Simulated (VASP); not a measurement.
Wanted: the native input for a VASP 6.6.1 run.

| Item | Value |
| --- | --- |
| Task | single point |
| Functional | PBEsol |
| Potentials or basis | VASP PAW PBE potentials, release 64 (V_sv) |
| Cutoff | 520 eV |
| k mesh | 16 × 16 × 9 |
| Occupations | fermi-dirac, width 0.05 eV |
| Spin | no spin polarisation |
| Dipole correction | no |
| Further INCAR settings | ALGO = Normal; EDIFF = 1e-06; NBANDS = 20 |

The structure of V lies in POSCAR:

```
V
1.0
    2.5307007311      0.0000000000      0.0000000000
   -1.2653503655      2.1916511225      0.0000000000
    0.0000000000      0.0000000000      4.5610250654
V
2
Direct
    0.3333333333      0.6666666667      0.2500000000
    0.6666666667      0.3333333333      0.7500000000
```

The input as run:

INCAR

```
PREC     = Accurate       # precision mode
ENCUT    = 520            # plane-wave cutoff, eV
EDIFF    = 1E-6           # SCF threshold, eV
ISMEAR   = -1             # smearing method
SIGMA    = 0.05           # smearing width, eV
LREAL    = False          # projectors in reciprocal space
LASPH    = True           # aspherical terms in the spheres
NELM     = 60             # most SCF steps
ALGO     = Normal         # electronic algorithm
ISIF     = 2              # what is computed and relaxed
LWAVE    = False          # write WAVECAR
LCHARG   = False          # write CHGCAR
GGA      = PS             # functional
NBANDS   = 20             # bands
```

KPOINTS

```
Automatic mesh
0
Gamma
  16 16 9
```

Potentials or basis: VASP PAW PBE potentials, release 64 (V_sv).

Command:

```sh
$ cat potpaw_PBE.64/V_sv/POTCAR > POTCAR
$ mpirun -np 1 vasp_std > vasp.out
```

Results of the run:

The pressure is 10.7 GPa. The band gap on the k mesh is zero (band 13 reaches 12.25 eV, above the bottom of band 14 at 10.15 eV).

Caveat: the PAW data sets were made with another functional, which shifts forces and pressure a little.

It took 36 s on 1 thread of Intel(R) Xeon(R) Platinum 8488C (Sapphire Rapids), on a shared host, peak memory 0.18 GiB.
